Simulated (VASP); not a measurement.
# BN in VASP: further runs

The runs below take BN through single point, with PBE+D3(BJ).

All numbers are computed with VASP 6.6.1; they aren't measurements. Logs are shortened: lines on timing, memory, paths and dates and some standing lists are left out, and cuts for length are marked.

### 1 The cell of the first run

The cell holds a slab with vacuum, 12 atoms: a = 2.508 Å, b = 3.567 Å, c = 26.566 Å, α = 90.00°, β = 90.00°, γ = 110.58°.

### 2 Single point, PBE+D3(BJ)

File INCAR:

```
PREC = Accurate
ENCUT = 520
EDIFF = 1E-7
ISMEAR = 0
SIGMA = 0.05
LREAL = False
LASPH = True
NELM = 60
ALGO = Normal
ISIF = 2
LWAVE = False
LCHARG = False
LDIPOL = True
IDIPOL = 3
DIPOL = 0.5 0.5 0.500
GGA = PE
IVDW = 12
ISYM = 0
NBANDS = 36
```

File KPOINTS:

```
regular mesh
0
Gamma
  11 8 1
```

File POSCAR:

```
BN
1.0
    2.5076849336      0.0000000000      0.0000000000
   -1.2538424668      3.3394821526      0.0000000000
    0.0000000000      0.0000000000     26.5663209070
B N
6 6
Direct
    0.5000000000      0.0000000000      0.2823123317
    0.0000000000      0.0000000000      0.3639507309
    0.5000000000      0.0000000000      0.4455891301
    0.0000000000      0.0000000000      0.5272275293
    0.5000000000      0.0000000000      0.6088659284
    0.0000000000      0.0000000000      0.6905043276
    0.0000000000      0.0000000000      0.3094956724
    0.5000000000      0.0000000000      0.3911340716
    0.0000000000      0.0000000000      0.4727724707
    0.5000000000      0.0000000000      0.5544108699
    0.0000000000      0.0000000000      0.6360492691
    0.5000000000      0.0000000000      0.7176876683
```

Potentials or basis: VASP PAW PBE potentials, release 64 (B, N).

The run is started by

```console
$ cat potpaw_PBE.64/B/POTCAR potpaw_PBE.64/N/POTCAR > POTCAR
$ mpirun -np 1 vasp_std > vasp.out
```

OUTCAR:

```text
PREC = Accurate
   ENCUT = 520
   EDIFF = 1E-7
   ISMEAR = 0
   LREAL = False
   LASPH = True
   NELM = 60
   ISIF = 2
   GGA = PE
   IVDW = 12
   ISYM = 0
 IVDW          = 12

 ion  position               nearest neighbor table
   1  0.500  0.000  0.282-   7 1.45   7 1.45
   2  0.000  0.000  0.364-   7 1.45   8 1.45   8 1.45
   3  0.500  0.000  0.446-   8 1.45   9 1.45   9 1.45
   4  0.000  0.000  0.527-   9 1.45  10 1.45  10 1.45
   5  0.500  0.000  0.609-  10 1.45  11 1.45  11 1.45
   6  0.000  0.000  0.691-  11 1.45  12 1.45  12 1.45
   7  0.000  0.000  0.309-   2 1.45   1 1.45   1 1.45
   8  0.500  0.000  0.391-   3 1.45   2 1.45   2 1.45
   9  0.000  0.000  0.473-   4 1.45   3 1.45   3 1.45
  10  0.500  0.000  0.554-   5 1.45   4 1.45   4 1.45
  11  0.000  0.000  0.636-   6 1.45   5 1.45   5 1.45
  12  0.500  0.000  0.718-   6 1.45   6 1.45

IMPORTANT INFORMATION: All symmetrisations will be switched off!
NOSYMM: (Re-)initialisation of all symmetry stuff for point group C_1.

----------------------------------------------------------------------------------------

                                     Primitive cell

  volume of cell :     222.4762

  direct lattice vectors                    reciprocal lattice vectors
     2.507684934  0.000000000  0.000000000     0.398774179  0.149723813  0.000000000
    -1.253842467  3.339482153  0.000000000     0.000000000  0.299447625  0.000000000
     0.000000000  0.000000000 26.566320907     0.000000000  0.000000000  0.037641644

  length of vectors
     2.507684934  3.567108350 26.566320907     0.425955474  0.299447625  0.037641644

  position of ions in fractional coordinates (direct lattice)
     0.500000000  0.000000000  0.282312332
     0.000000000  0.000000000  0.363950731
     0.500000000  0.000000000  0.445589130
     0.000000000  0.000000000  0.527227529
     0.500000000  0.000000000  0.608865928
     0.000000000  0.000000000  0.690504328
     0.000000000  0.000000000  0.309495672
     0.500000000  0.000000000  0.391134072
     0.000000000  0.000000000  0.472772471
     0.500000000  0.000000000  0.554410870
     0.000000000  0.000000000  0.636049269
     0.500000000  0.000000000  0.717687668

  ion indices of the primitive-cell ions
   primitive index   ion index
                 1           1
                 2           2
                 3           3
                 4           4
                 5           5
                 6           6
                 7           7
                 8           8
                 9           9
                10          10
                11          11
                12          12

----------------------------------------------------------------------------------------

 KPOINTS: regular mesh

Automatic generation of k-mesh.
 Grid dimensions read from file:
 generate k-points for:   11    8    1

 Generating k-lattice:

  Cartesian coordinates                     Fractional coordinates (reciprocal lattice)
     0.036252198  0.013611256  0.000000000     0.090909091  0.000000000  0.000000000
     0.000000000  0.037430953  0.000000000     0.000000000  0.125000000  0.000000000
     0.000000000  0.000000000  0.037641644     0.000000000  0.000000000  1.000000000

  Length of vectors
     0.038723225  0.037430953  0.037641644

  Shift w.r.t. Gamma in fractional coordinates (k-lattice)
     0.000000000  0.000000000  0.000000000

 -----------------------------------------------------------------------------
|                                                                             |
|           W    W    AA    RRRRR   N    N  II  N    N   GGGG   !!!           |
|           W    W   A  A   R    R  NN   N  II  NN   N  G    G  !!!           |
|           W    W  A    A  R    R  N N  N  II  N N  N  G       !!!           |
|           W WW W  AAAAAA  RRRRR   N  N N  II  N  N N  G  GGG   !            |
|           WW  WW  A    A  R   R   N   NN  II  N   NN  G    G                |
|           W    W  A    A  R    R  N    N  II  N    N   GGGG   !!!           |
|                                                                             |
|     Your reciprocal lattice and k-lattice belong to different lattice       |
|     classes:                                                                |
|                                                                             |
|        The reciprocal lattice is base centered orthorhombic,                |
|        whereas your k-lattice is simple monoclinic.                         |
|                                                                             |
|     Results are often still useful ...                                      |
|                                                                             |
 -----------------------------------------------------------------------------

 WARNING: IBZKPT: internal override: KBLOWUP is changed to .FALSE.
      ... skipping the blow-up phase ...

 Subroutine IBZKPT returns following result:
 ===========================================

 Found     45 irreducible k-points:

 Following reciprocal coordinates:
            Coordinates               Weight
  0.000000  0.000000  0.000000      1.000000
  0.090909  0.000000  0.000000      2.000000
  0.181818  0.000000  0.000000      2.000000
  0.272727  0.000000  0.000000      2.000000
  0.363636  0.000000  0.000000      2.000000
  0.454545  0.000000  0.000000      2.000000
[... 16 lines left out ...]
  0.454545  0.250000  0.000000      2.000000
 -0.454545  0.250000  0.000000      2.000000
 [... further k-points ...]
   k-points           NKPTS =     45   k-points in BZ     NKDIM =     45   number of bands    NBANDS=     36
   number of dos      NEDOS =    301   number of ions     NIONS =     12
   total plane-waves  NPLWV = 112000
   dimension x,y,z NGX =    20 NGY =   28 NGZ =  200
   dimension x,y,z NGXF=    40 NGYF=   56 NGZF=  400
   ions per type =               6   6
   NGX,Y,Z   is equivalent  to a cutoff of  13.26, 13.05, 12.52 a.u.
   NGXF,Y,Z  is equivalent  to a cutoff of  26.52, 26.10, 25.03 a.u.
 SYSTEM =  unknown system
   PREC   = accura    normal or accurate (medium, high low for compatibility)
   ISTART =      0    job   : 0-new  1-cont  2-samecut
   ICHARG =      2    charge: 1-file 2-atom 10-const
   ISPIN  =      1    spin polarized calculation?
   LNONCOLLINEAR =      F non collinear calculations
   LSORBIT =      F    spin-orbit coupling
   LASPH  =      T    aspherical Exc in radial PAW
   ENCUT  =  520.0 eV  38.22 Ry    6.18 a.u.   4.66  6.63 49.40*2*pi/ulx,y,z
   NELM   =     60;   NELMIN=  2; NELMDL= -5     # of ELM steps
   EDIFF  = 0.1E-06   stopping-criterion for ELM
   LREAL  =      F    real-space projection
   EDIFFG = 0.1E-05   stopping-criterion for IOM
   NSW    =      0    number of steps for IOM
   IBRION =     -1    ionic relax: 0-MD 1-quasi-New 2-CG
   NFREE  =      0    steps in history (QN), initial steepest desc. (CG)
   ISIF   =      2    stress and relaxation
   ISYM   =      0    0-nonsym 1-usesym 2-fastsym
   POTIM  = 0.5000    time-step for ionic-motion
   TEBEG  =    0.0;   TEEND  =   0.0 temperature during run
   PSTRESS=    0.0 pullay stress
   NELECT =      48.0000    total number of electrons
   NUPDOWN=      -1.0000    fix difference up-down
   EMIN   =  10.00;   EMAX   =-10.00  energy-range for DOS
   EFERMI =   0.00;   METHOD = LEGACY
   ISMEAR =     0;   SIGMA  =   0.05  broadening in eV -4-tet -1-fermi 0-gaus
   EFERMI_NEDOS =   21; number of points for ismear=-14 and -15
   IALGO  =     38    algorithm
   IMIX   =      4    mixing-type and parameters
     AMIX     =   0.40;   BMIX     =  1.00
     AMIX_MAG =   1.60;   BMIX_MAG =  1.00
  volume/ion in A,a.u.               =      18.54       125.11
  Fermi-wavevector in a.u.,A,eV,Ry     =   0.981885  1.855494 13.117359  0.964099
  Thomas-Fermi vector in A             =   2.112926
   LORBIT       =      0    0 simple, 1 ext, 2 COOP (PROOUT), +10 PAW based schemes
   GGA     = PE    functional components
   LHFCALC =     F    Hartree Fock is set to
   AEXX    =    0.0000 exact exchange contribution
   IVDW    =    12    specifies the selected vdW correction
   LEPSILON=     F    determine dielectric tensor
   LRPA    =     F    only Hartree local field effects (RPA)
 non-spin polarized calculation
 Gauss-broadening in eV      SIGMA  =   0.05
  energy-cutoff  :      520.00
  volume of cell :      222.48
 maximum number of plane-waves:      6063
   NGX =  9   NGY = 13   NGZ = 99

 dipolmoment           0.000000      0.000000     -0.070605 electrons x Angstroem

 number of electron      47.9999997 magnetization

 dipolmoment           0.000000      0.000000      0.127894 electrons x Angstroem

 Free energy of the ion-electron system (eV)
  ---------------------------------------------------
  ext. energy  EPLUGINS =         0.00000000
  ---------------------------------------------------
  free energy    TOTEN  =       -98.83013923 eV

  energy without entropy =      -98.82327135  energy(sigma->0) =      -98.82670529

 E-fermi :  -1.7643     XC(G=0):  -5.6023

 val. band max:       -1.7775171896   @ k =  -0.0909   0.2500   0.0000
 cond. band min:      -1.7557341455   @ k =   0.1818   0.2500   0.0000
 fundamental gap:      0.0217830442
 Fermi energy:        -1.7643280232

 k-point     1 :       0.0000    0.0000    0.0000
  band No.  band energies     occupation
      1     -21.6042      2.00000
      2     -20.7455      2.00000
      3     -20.0273      2.00000
      4     -19.2814      2.00000
      5     -18.3578      2.00000
      6     -16.3457      2.00000
[... 28 lines left out ...]
     35       5.6899      0.00000
     36       6.3012      0.00000

 k-point     2 :       0.0909    0.0000    0.0000
  band No.  band energies     occupation
      1     -21.4811      2.00000
      2     -20.6262      2.00000
      3     -19.9129      2.00000
      4     -19.1751      2.00000
      5     -18.2602      2.00000
      6     -16.2597      2.00000
[... 28 lines left out ...]
     35       5.8279      0.00000
     36       6.5799      0.00000

 k-point     3 :       0.1818    0.0000    0.0000
  band No.  band energies     occupation
      1     -21.1204      2.00000
      2     -20.2785      2.00000
      3     -19.5828      2.00000
      4     -18.8726      2.00000
      5     -17.9876      2.00000
      6     -16.0222      2.00000
[... 28 lines left out ...]
     35       6.1583      0.00000
     36       6.8361      0.00000
[... 742 lines left out ...]
 k-point    23 :       0.4545    0.2500    0.0000
  band No.  band energies     occupation
      1     -19.0961      2.00000
      2     -18.6852      2.00000
      3     -18.1977      2.00000
      4     -17.6750      2.00000
      5     -17.1162      2.00000
      6     -15.3007      2.00000
[... 28 lines left out ...]
     35       8.0053      0.00000
     36       8.6386      0.00000

 k-point    24 :      -0.4545    0.2500    0.0000
  band No.  band energies     occupation
      1     -19.1984      2.00000
      2     -18.7192      2.00000
      3     -18.2427      2.00000
      4     -17.7188      2.00000
      5     -17.1399      2.00000
      6     -15.3294      2.00000
[... 28 lines left out ...]
     35       7.1118      0.00000
     36       7.8606      0.00000

 [... further k-points ...]

------------------------ aborting loop because EDIFF is reached ----------------------------------------

 vacuum level on the upper side and lower side of the slab       (xc-potential included)         1.280        -1.368

 Edisp (eV)   -1.49769

 E8    (eV) :    -0.4500

  FORCE on cell =-STRESS in cart. coord.  units (eV):
  Direction    XX          YY          ZZ          XY          YZ          ZX
  --------------------------------------------------------------------------------------
  -------------------------------------------------------------------------------------
  Total      -3.53996    -0.76509     2.53583    -0.03282    -0.00000    -0.00000
  in kB     -25.49325    -5.50986    18.26192    -0.23632    -0.00000    -0.00000
  external pressure =       -4.25 kB  Pullay stress =        0.00 kB

 VOLUME and BASIS-vectors are now :
 -----------------------------------------------------------------------------
  energy-cutoff  :      520.00
  volume of cell :      222.48
      direct lattice vectors                 reciprocal lattice vectors
     2.507684934  0.000000000  0.000000000     0.398774179  0.149723813  0.000000000
    -1.253842467  3.339482153  0.000000000     0.000000000  0.299447625  0.000000000
     0.000000000  0.000000000 26.566320907     0.000000000  0.000000000  0.037641644

 POSITION                                       TOTAL-FORCE (eV/Angst)
 -----------------------------------------------------------------------------------
      1.25384      0.00000      7.50000        -0.000000      0.000000      0.268596
      0.00000      0.00000      9.66883        -0.000000      0.000000      1.079482
      1.25384      0.00000     11.83766        -0.000000      0.000000      0.656712
      0.00000      0.00000     14.00650         0.000000      0.000000      0.642547
      1.25384      0.00000     16.17533         0.000000      0.000000      0.710860
      0.00000      0.00000     18.34416         0.000000      0.000000      2.623139
      0.00000      0.00000      8.22216         0.000000     -0.000000     -1.063203
      1.25384      0.00000     10.39099         0.000000      0.000000     -0.671517
      0.00000      0.00000     12.55983         0.000000     -0.000000     -0.645639
      1.25384      0.00000     14.72866        -0.000000     -0.000000     -0.691050
      0.00000      0.00000     16.89749        -0.000000     -0.000000     -1.516597
      1.25384      0.00000     19.06632        -0.000000     -0.000000     -1.393331
 -----------------------------------------------------------------------------------
    total drift:                               -0.000000      0.000000     -0.000362

  FREE ENERGIE OF THE ION-ELECTRON SYSTEM (eV)
  ---------------------------------------------------
  free  energy   TOTEN  =      -100.3278317593 eV

  energy  without entropy=     -100.3209638733  energy(sigma->0) =     -100.32439782

 vacuum level on the upper side and lower side of the slab         6.676         3.915
```

Wall time 20 min (1 thread of Intel Xeon Platinum 8559C (Emerald Rapids), shared host); peak memory 0.48 GiB.

What came out:

| Quantity | Value |
| --- | --- |
| Free energy | -100.3278 eV |
| Largest force | 2.623 eV/Å |
| Band gap on the k mesh | zero (bands 24 and 25 overlap by 0.52 eV) |
| Dispersion energy per atom | -0.125 eV |

Forces in eV/Å, atoms in the order of the input:
```
B    0.000  0.000  0.269
B    0.000  0.000  1.079
B    0.000  0.000  0.657
B    0.000  0.000  0.643
B    0.000  0.000  0.711
B    0.000  0.000  2.623
N    0.000  0.000 -1.063
N    0.000  0.000 -0.672
N    0.000  0.000 -0.646
N    0.000  0.000 -0.691
N    0.000  0.000 -1.517
N    0.000  0.000 -1.393
```

### 3 Single point, PBE+D3(BJ)

File INCAR:

```
PREC = Accurate ; ENCUT = 520
EDIFF = 1E-7 ; ISMEAR = 0
SIGMA = 0.05 ; LREAL = False
LASPH = True ; NELM = 100
ALGO = Normal ; ISIF = 2
LWAVE = False ; LCHARG = False
LDIPOL = True ; IDIPOL = 3
DIPOL = 0.5 0.5 0.500 ; GGA = PE
IVDW = 12 ; NBANDS = 36
ISYM = 0
```

KPOINTS is that of step 2.

File POSCAR:

```
BN
1.0
    2.5076849336      0.0000000000      0.0000000000
   -1.2538424668      3.3394821526      0.0000000000
    0.0000000000      0.0000000000     26.5663209070
B N
6 6
Direct
    0.5000000000      0.0000000000      0.2821210027
    0.0000000000      0.0000000000      0.3642098643
    0.5000000000      0.0000000000      0.4459209587
    0.0000000000      0.0000000000      0.5276918329
    0.5000000000      0.0000000000      0.6095667940
    0.0000000000      0.0000000000      0.6927450562
    0.0000000000      0.0000000000      0.3084333208
    0.5000000000      0.0000000000      0.3906901983
    0.0000000000      0.0000000000      0.4724814495
    0.5000000000      0.0000000000      0.5542229581
    0.0000000000      0.0000000000      0.6357251493
    0.5000000000      0.0000000000      0.7161914152
```

Potentials or basis: VASP PAW PBE potentials, release 64 (B, N).

The run is started by

```console
$ cat potpaw_PBE.64/B/POTCAR potpaw_PBE.64/N/POTCAR > POTCAR
$ mpirun -np 1 vasp_std > vasp.out
```

It took 19 min on 1 thread of Intel Xeon Platinum 8559C (Emerald Rapids), shared host; peak memory 0.47 GiB.

It converged, with:

```
Free energy                : -100.4737 eV
Largest force              : 0.028 eV/Å
Band gap on the k mesh     : zero (bands 24 and 25 overlap by 0.45 eV)
Dispersion energy per atom : -0.125 eV
```

Forces on the atoms (eV/Å):
```
B    0.000  0.000 -0.011
B    0.000  0.000  0.003
B    0.000  0.000  0.002
B    0.000  0.000  0.001
B    0.000  0.000  0.001
B    0.000  0.000  0.028
N    0.000  0.000 -0.006
N    0.000  0.000 -0.001
N    0.000  0.000 -0.002
N    0.000  0.000 -0.002
N    0.000  0.000  0.001
N    0.000  0.000 -0.013
```

Levels at points of the mesh, in eV from the Fermi level:
| k point | band 22 | band 23 | band 24 | band 25 | band 26 | band 27 |
| --- | --- | --- | --- | --- | --- | --- |
| (0.00, 0.00, 0.00) | -2.62 | -1.28 | -0.78 | -0.07 | 3.50 | 4.48 |
| (0.00, 0.50, 0.00) | -2.73 | -2.70 | 0.14 | 0.30 | 2.00 | 3.81 |
